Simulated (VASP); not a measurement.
# Fe (Im-3m) in VASP: notebook

Fe is run at these levels: PBEsol, LDA; tasks: relaxation of cell and atoms, single point.

All numbers are computed with VASP 6.6.1; they aren't measurements. Logs are shortened: lines on timing, memory, paths and dates and some standing lists are left out, and cuts for length are marked.

## 1. The cell of the first run

It takes space group Im-3m (No. 229, cubic). Conventional cell: a = 2.886 Å, b = 2.886 Å, c = 2.886 Å, α = 90.00°, β = 90.00°, γ = 90.00°. Within 3.3 Å of Fe (site symmetry m-3m) lie 14 Fe at 2.50 to 2.89 Å.

## 2. Relaxation of cell and atoms, PBEsol, collinear spin, ferromagnetic start, target pressure 20 GPa, at which the enthalpy is minimised

Contents of INCAR:

```
PREC = Accurate ; ENCUT = 600
EDIFF = 1E-6 ; ISMEAR = -1
SIGMA = 0.05 ; LREAL = F
LASPH = T ; NELM = 150
ALGO = Normal ; ISIF = 3
LWAVE = F ; LCHARG = F
ISPIN = 2 ; MAGMOM = 3
LORBIT = 11 ; LMAXMIX = 4
GGA = PS ; IBRION = 2
NSW = 80 ; EDIFFG = -0.02
PSTRESS = 200.0
```

Contents of KPOINTS:

```
Automatic mesh
0
Gamma
  13 13 13
```

Contents of POSCAR:

```
Fe
1.0
   -1.4430000000      1.4430000000      1.4430000000
    1.4430000000     -1.4430000000      1.4430000000
    1.4430000000      1.4430000000     -1.4430000000
Fe
1
Direct
    0.0000000000      0.0000000000      0.0000000000
```

Potentials or basis: VASP PAW PBE potentials, release 64 (Fe).

On the command line:

```bash
cat potpaw_PBE.64/Fe/POTCAR > POTCAR
mpirun -np 1 vasp_std > vasp.out
```

OUTCAR:

```text
PREC = Accurate
   ENCUT = 600
   EDIFF = 1E-6
   ISMEAR = -1
   LREAL = F
   LASPH = T
   NELM = 150
   ISIF = 3
   ISPIN = 2
   LORBIT = 11
   GGA = PS
   IBRION = 2
   NSW = 80
   EDIFFG = -0.02
   PSTRESS = 200.0

 ion  position               nearest neighbor table
   1  0.000  0.000  0.000-

  LATTYP: Found a body centered cubic cell.
 ALAT       =     2.8860000000

  Lattice vectors:

 A1 = (  -1.4430000000,   1.4430000000,   1.4430000000)
 A2 = (   1.4430000000,  -1.4430000000,   1.4430000000)
 A3 = (   1.4430000000,   1.4430000000,  -1.4430000000)

Analysis of symmetry for initial positions (statically):
=====================================================================
 Subroutine PRICEL returns:
 Original cell was already a primitive cell.

 Routine SETGRP: Setting up the symmetry group for a
 body centered cubic supercell.

 Subroutine GETGRP returns: Found 48 space group operations
 (whereof 48 operations were pure point group operations)
 out of a pool of 48 trial point group operations.

The static configuration has the point symmetry O_h .

Analysis of symmetry for dynamics (positions and initial velocities):
=====================================================================
 Subroutine PRICEL returns:
 Original cell was already a primitive cell.

 Routine SETGRP: Setting up the symmetry group for a
 body centered cubic supercell.

 Subroutine GETGRP returns: Found 48 space group operations
 (whereof 48 operations were pure point group operations)
 out of a pool of 48 trial point group operations.

The dynamic configuration has the point symmetry O_h .

Analysis of structural, dynamic, and magnetic symmetry:
=====================================================================
 Subroutine PRICEL returns:
 Original cell was already a primitive cell.

 Routine SETGRP: Setting up the symmetry group for a
 body centered cubic supercell.

 Subroutine GETGRP returns: Found 48 space group operations
 (whereof 48 operations were pure point group operations)
 out of a pool of 48 trial point group operations.

The overall configuration has the point symmetry O_h .

 Subroutine INISYM returns: Found 48 space group operations
 (whereof 48 operations are pure point group operations),
 and found     1 'primitive' translations

----------------------------------------------------------------------------------------

[... 105 lines left out ...]
   ISMEAR =    -1;   SIGMA  =   0.05  broadening in eV -4-tet -1-fermi 0-gaus
   EFERMI_NEDOS =   21; number of points for ismear=-14 and -15
   IALGO  =     38    algorithm
   IMIX   =      4    mixing-type and parameters
     AMIX     =   0.40;   BMIX     =  1.00
     AMIX_MAG =   1.60;   BMIX_MAG =  1.00
  volume/ion in A,a.u.               =      12.02        81.11
  Fermi-wavevector in a.u.,A,eV,Ry     =   1.429394  2.701162 27.798962  2.043166
  Thomas-Fermi vector in A             =   2.549352
   LORBIT       =     11    0 simple, 1 ext, 2 COOP (PROOUT), +10 PAW based schemes
   GGA     = PS    functional components
   LHFCALC =     F    Hartree Fock is set to
   AEXX    =    0.0000 exact exchange contribution
   IVDW    =     0    specifies the selected vdW correction
   LEPSILON=     F    determine dielectric tensor
   LRPA    =     F    only Hartree local field effects (RPA)
 conjugate gradient relaxation of ions
 spin polarized calculation
  energy-cutoff  :      600.00
  volume of cell :       12.02
 maximum number of plane-waves:       415
   NGX =  9   NGY =  9   NGZ =  9

--------------------------------------- Ionic step        1  -------------------------------------------

 number of electron       7.9999995 magnetization       2.2897236

 Free energy of the ion-electron system (eV)
  ---------------------------------------------------
  ext. energy  EPLUGINS =         0.00000000
  ---------------------------------------------------
  free energy    TOTEN  =        -8.84386685 eV

  energy without entropy =       -8.83351047  energy(sigma->0) =       -8.83868866

------------------------ aborting loop because EDIFF is reached ----------------------------------------

  FORCE on cell =-STRESS in cart. coord.  units (eV):
  Direction    XX          YY          ZZ          XY          YZ          ZX
  --------------------------------------------------------------------------------------
  -------------------------------------------------------------------------------------
  Total       -1.3273992     -1.3273992     -1.3273992      0.0000000      0.0000000      0.0000000
  in kB     -176.9510524   -176.9510524   -176.9510524      0.0000000      0.0000000      0.0000000
  external PRESSURE =    -376.9510524 kB  Pullay stress =     200.0000000 kB
[... 24 lines left out ...]
--------------------------------------- Ionic step        2  -------------------------------------------

 number of electron       7.9999999 magnetization       1.3111475

 E-fermi :  10.5654     XC(G=0): -15.6046

 val. band max:       10.5598151532   @ k =   0.3846   0.2308   0.0000
 cond. band min:      10.5826134450   @ k =   0.3846   0.0769  -0.0000
 fundamental gap:      0.0227982918
 Fermi energy:        10.5653817467

 spin component 1

 k-point     1 :       0.0000    0.0000    0.0000
  band No.  band energies     occupation
      1      -0.3209      1.00000
      2       7.3539      1.00000
      3       7.3539      1.00000
      4       7.3539      1.00000
      5       9.6791      1.00000
      6       9.6791      1.00000
      7      39.2354      0.00000
      8      39.2354      0.00000
      9      39.2354      0.00000
     10      47.4793      0.00000
[... 725 lines left out ...]
--------------------------------------- Ionic step        5  -------------------------------------------

 number of electron       8.0000001 magnetization       1.9913525

 Free energy of the ion-electron system (eV)
  ---------------------------------------------------
  ext. energy  EPLUGINS =         0.00000000
  ---------------------------------------------------
  free energy    TOTEN  =        -8.87873929 eV

  energy without entropy =       -8.87151128  energy(sigma->0) =       -8.87512529

 E-fermi :   7.1607     XC(G=0): -14.0010

 val. band max:        7.1270244252   @ k =  -0.3846  -0.4615   0.2308
 cond. band min:       7.1633957730   @ k =  -0.3846   0.3846   0.1538
 fundamental gap:      0.0363713478
 Fermi energy:         7.1607358318

 spin component 1

 k-point     1 :       0.0000    0.0000    0.0000
  band No.  band energies     occupation
      1      -2.2396      1.00000
      2       4.4775      1.00000
      3       4.4775      1.00000
      4       4.4775      1.00000
      5       6.0205      1.00000
      6       6.0205      1.00000
      7      33.1835      0.00000
      8      33.1835      0.00000
      9      33.1835      0.00000
     10      39.1568      0.00000
[... 647 lines left out ...]
  energy  without entropy=       -8.8715112845  energy(sigma->0) =       -8.87512529

  enthalpy is  TOTEN    =        -7.6264847157 eV   P V=        1.2522545729

 reached required accuracy - stopping structural energy minimisation

 total charge

# of ion       s       p       d       tot
------------------------------------------
    1        0.547   0.666   6.353   7.567

 magnetization (x)

# of ion       s       p       d       tot
------------------------------------------
    1       -0.012  -0.050   2.025   1.962
```

CONTCAR:

```text
Fe
   1.00000000000000
    -1.3586400332703226    1.3586400332703226    1.3586400332703226
     1.3586400332703226   -1.3586400332703226    1.3586400332703226
     1.3586400332703226    1.3586400332703226   -1.3586400332703226
  Fe
     1
Direct
     0.0000000000000000    0.0000000000000000    0.0000000000000000

  0.00000000E+00  0.00000000E+00  0.00000000E+00
```

Run time: 2 min. Hardware: 1 thread of Intel Xeon 8259CL, shared host; peak memory 0.16 GiB.

What came out:

* Free energy: -8.8787 eV
* Relaxed volume: 10.03 Å³/atom
* Relaxed cell: a = 2.353 Å, b = 2.353 Å, c = 2.353 Å, α = 109.47°, β = 109.47°, γ = 109.47°
* Space group after relaxing (to 0.1 Å): Im-3m (No. 229)
* Energy change on relaxing (the run minimises the enthalpy): -34.9 meV/atom
* Ionic steps: 5
* Pressure after relaxing: 20.2 GPa
* Band gap on the k mesh: zero (filled and empty bands overlap)
* Net moment: 1.99 μB per cell
* Site moments: Fe +1.96 μB
* Valence electrons inside the program's atomic spheres: Fe 7.57

Step by step:
```csv
step,energy change (eV),largest force (eV/Å),pressure (GPa),volume (Å³)
1,0.0000,0.0000,-17.70,12.02
2,1.0565,0.0000,159.62,7.74
3,-0.0500,0.0000,15.90,10.17
4,-0.0394,0.0000,18.95,10.07
5,-0.0349,0.0000,20.24,10.03
```

Final structure:
```xyz
1
Lattice="-1.3586 1.3586 1.3586 1.3586 -1.3586 1.3586 1.3586 1.3586 -1.3586" Properties=species:S:1:pos:R:3 pbc="T T T"
Fe    0.0000    0.0000    0.0000
```

Levels at points of the mesh, in eV from the Fermi level:
Spin up:
```csv
k point,band 3,band 4,band 5,band 6,band 7,band 8
"(0.00, 0.00, 0.00)",-2.68,-2.68,-1.14,-1.14,26.02,26.02
```
Spin down:
```
           k point  band 1  band 2  band 3  band 4  band 5  band 6  band 7
(0.00, 0.00, 0.00)   -9.12   -0.96   -0.96   -0.96    1.33    1.33   25.98
```

Caveat: the cell is relaxed towards a set pressure, so the run minimises the enthalpy, not the energy; the volume moved by over 15 % at a fixed basis, so the end points are rough; the PAW data sets were made with another functional, which shifts forces and pressure a little.

## 3. Relaxation of cell and atoms, PBEsol, collinear spin, ferromagnetic start, target pressure 30 GPa, at which the enthalpy is minimised

Contents of INCAR:

```
SYSTEM = Fe
  PREC = Accurate
  ENCUT = 600
  EDIFF = 1E-7
  ISMEAR = -1
  SIGMA = 0.05
  LREAL = .FALSE.
  LASPH = .TRUE.
  NELM = 150
  ALGO = Normal
  ISIF = 3
  LWAVE = .FALSE.
  LCHARG = .FALSE.
  ISPIN = 2
  MAGMOM = 3
  LORBIT = 11
  LMAXMIX = 4
  GGA = PS
  IBRION = 2
  NSW = 80
  EDIFFG = -0.02
  PSTRESS = 300.0
```

Contents of KPOINTS:

```
Automatic mesh
0
G
  13 13 13
  0 0 0
```

POSCAR is that of step 2.

Potentials or basis: VASP PAW PBE potentials, release 64 (Fe).

On the command line:

```bash
cat potpaw_PBE.64/Fe/POTCAR > POTCAR
mpirun -np 1 vasp_std > vasp.out
```

Wall time 5.4 min (1 thread of Intel Xeon 8259CL, shared host); peak memory 0.17 GiB.

It converged, with:

| Quantity | Value |
| --- | --- |
| Free energy | -8.4621 eV |
| Relaxed volume | 9.28 Å³/atom |
| Relaxed cell | a = 2.293 Å, b = 2.293 Å, c = 2.293 Å, α = 109.47°, β = 109.47°, γ = 109.47° |
| Space group after relaxing (to 0.1 Å) | Im-3m (No. 229) |
| Energy change on relaxing (the run minimises the enthalpy) | +381.8 meV/atom |
| Ionic steps | 14 |
| Pressure after relaxing | 30.2 GPa |
| Band gap on the k mesh | zero (filled and empty bands overlap) |
| Net moment | 0.00 μB per cell |
| Valence electrons inside the program's atomic spheres | Fe 7.78 |

The path:
| step | energy change (eV) | largest force (eV/Å) | pressure (GPa) | volume (Å³) |
| --- | --- | --- | --- | --- |
| 1 | 0.0000 | 0.0000 | -17.44 | 12.02 |
| 2 | 2.3186 | 0.0000 | 282.07 | 6.83 |
| 3 | 0.3122 | 0.0000 | 1.57 | 10.03 |
| 4 | 0.3439 | 0.0000 | 19.44 | 9.52 |
| 5 | 0.3831 | 0.0000 | 30.48 | 9.27 |
| 6 | 0.3739 | 0.0000 | 28.17 | 9.32 |
| 7 | 0.3746 | 0.0000 | 28.33 | 9.32 |
| 8 | 0.3766 | 0.0000 | 28.87 | 9.31 |
| 9 | 0.3767 | 0.0000 | 28.93 | 9.31 |
| 10 | 0.3768 | 0.0000 | 28.95 | 9.31 |
| 11 | 0.3772 | 0.0000 | 29.00 | 9.30 |
| 12 | 0.3778 | 0.0000 | 29.17 | 9.30 |
| 13 | 0.3791 | 0.0000 | 29.50 | 9.29 |
| 14 | 0.3818 | 0.0000 | 30.17 | 9.28 |

Final structure:
```xyz
1
Lattice="-1.3237 1.3237 1.3237 1.3237 -1.3237 1.3237 1.3237 1.3237 -1.3237" Properties=species:S:1:pos:R:3 pbc="T T T"
Fe   -1.3237    1.3237    1.3237
```

Levels at points of the mesh, in eV from the Fermi level:
Spin up:
| k point | band 2 | band 3 | band 4 | band 5 | band 6 | band 7 |
| --- | --- | --- | --- | --- | --- | --- |
| (0.00, 0.00, 0.00) | -2.14 | -2.14 | -2.14 | -0.08 | -0.08 | 26.87 |
Spin down:
```
           k point  band 2  band 3  band 4  band 5  band 6  band 7
(0.00, 0.00, 0.00)   -2.14   -2.14   -2.14   -0.08   -0.08   26.87
```

Caveat: the cell is relaxed towards a set pressure, so the run minimises the enthalpy, not the energy; the volume moved by over 15 % at a fixed basis, so the end points are rough; the moments typed at the start vanished in this run; the PAW data sets were made with another functional, which shifts forces and pressure a little.

## 4. Single point, LDA, non-collinear spin, typed start (11.30 Å³/atom)

This run uses another cell than the first one, of 11.30 Å³/atom.

Contents of INCAR:

```
ALGO = Normal
EDIFF = 1E-6
ENCUT = 520
ISIF = 2
ISMEAR = 0
LASPH = True
LCHARG = False
LMAXMIX = 4
LNONCOLLINEAR = True
LORBIT = 11
LREAL = False
LWAVE = False
MAGMOM = -1.469 2.08 0.123
NBANDS = 19
NELM = 150
PREC = Accurate
SIGMA = 0.15
```

Contents of KPOINTS:

```
k-points
0
Gamma
  10 10 10
```

Contents of POSCAR:

```
Fe
1.0
   -1.4135427549      1.4135427549      1.4135427549
    1.4135427549     -1.4135427549      1.4135427549
    1.4135427549      1.4135427549     -1.4135427549
Fe
1
Direct
    0.0000000000      0.0000000000      0.0000000000
```

Potentials or basis: VASP PAW LDA potentials, release 64 (Fe).

On the command line:

```bash
cat potpaw_LDA.64/Fe/POTCAR > POTCAR
mpirun -np 1 vasp_ncl > vasp.out
```

Wall time 4.9 min (1 thread of Intel Xeon 8259CL, shared host); peak memory 0.26 GiB.

Results (log left out):

| Quantity | Value |
| --- | --- |
| Free energy | -9.1805 eV |
| Pressure | -17.4 GPa |
| Band gap on the k mesh | zero (bands 8 and 9 overlap by 2.94 eV) |
| Net moment | 2.11 μB per cell |
| Valence electrons inside the program's atomic spheres | Fe 7.29 |

Levels at points of the mesh, in eV from the Fermi level:
| k point | band 5 | band 6 | band 7 | band 8 | band 9 | band 10 | band 11 | band 12 |
| --- | --- | --- | --- | --- | --- | --- | --- | --- |
| (0.00, 0.00, 0.00) | -2.35 | -0.98 | -0.98 | -0.61 | -0.61 | -0.61 | 1.25 | 1.25 |
| (0.50, 0.00, 0.00) | -0.95 | -0.78 | 0.38 | 0.40 | 0.73 | 1.16 | 1.50 | 2.42 |
| (0.00, 0.50, 0.00) | -0.95 | -0.78 | 0.38 | 0.40 | 0.73 | 1.16 | 1.50 | 2.42 |
| (0.00, 0.00, 0.50) | -0.95 | -0.78 | 0.38 | 0.40 | 0.73 | 1.16 | 1.50 | 2.42 |
| (0.50, 0.00, 0.50) | -0.95 | -0.78 | 0.38 | 0.40 | 0.73 | 1.16 | 1.50 | 2.42 |
| (0.50, 0.50, 0.00) | -0.95 | -0.78 | 0.38 | 0.40 | 0.73 | 1.16 | 1.50 | 2.42 |
| (0.00, 0.50, 0.50) | -0.95 | -0.78 | 0.38 | 0.40 | 0.73 | 1.16 | 1.50 | 2.42 |
| (0.50, 0.50, 0.50) | 0.13 | 0.13 | 0.13 | 2.11 | 2.11 | 2.11 | 9.79 | 9.79 |

Moments on the atoms (μB; x, y, z):
```
Fe  -1.21  1.71  0.10
```

Caveat: the cell stands under tension.

The gap in the log of VASP goes by the Fermi energy; the results here count the filled bands.